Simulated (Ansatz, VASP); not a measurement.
## Nb in VASP and in Ansatz

The input INCAR:

```
PREC = Accurate ; ENCUT = 520
EDIFF = 1E-6 ; ISMEAR = -1
SIGMA = 0.1 ; LREAL = False
LASPH = True ; NELM = 60
ALGO = Normal ; ISIF = 2
LWAVE = False ; LCHARG = False
GGA = PS ; NBANDS = 20
```

The input KPOINTS:

```
regular mesh
0
Gamma
  11 11 11
```

The input POSCAR:

```
Nb
1.0
    0.0000000000      2.9067478017      2.9067478017
    2.9067478017      0.0000000000      2.9067478017
    2.9067478017      2.9067478017      0.0000000000
Nb
2
Direct
    0.1250000000      0.1250000000      0.1250000000
    0.8750000000      0.8750000000      0.8750000000
```

Input for Ansatz:

```yaml
crystal:
  lattice:
    - [0.0, 2.9067478017, 2.9067478017]
    - [2.9067478017, 0.0, 2.9067478017]
    - [2.9067478017, 2.9067478017, 0.0]
  atoms:
    - { symbol: Nb, position: [0.125, 0.125, 0.125] }
    - { symbol: Nb, position: [0.875, 0.875, 0.875] }
hamiltonian:
  xc: pbesol
  pseudopotentials:
    kind: paw
    azcp:
      Nb: "pseudopotentials/Nb.paw.azcp"
basis:
  ecutwfc: 420
  fft_grid_basis: typed
kpoints:
  mp_grid: { grid: [11, 11, 11], shift: [0, 0, 0] }
magnetization:
  spin_polarized: false
scf:
  occupations: { method: fermi_dirac, width: 0.1 }
  lower_state_search: "off"
output:
  stress: true
  write_density: true
  write_potential: true
  elf: true
  volumetric_format: npy
```

Alike in both runs: task single point; functional PBEsol; k mesh 11 × 11 × 11; occupations fermi-dirac, width 0.1 eV; no spin polarisation.

```csv
,VASP,Ansatz
version,VASP 6.6.1,Ansatz 0.2.0
potentials or method,"VASP PAW PBE potentials, release 64 (Nb_sv), cutoff 520 eV","plane waves (420 eV) with PAW, scalar-relativistic"
valence electrons in the cell,26,26
```

```tsv
	VASP	Ansatz	Ansatz less VASP
pressure (GPa)	0.0	0.0	-0.05
```

VASP's potentials were made for PBE, not for PBEsol, and Ansatz warns of the same on its side.
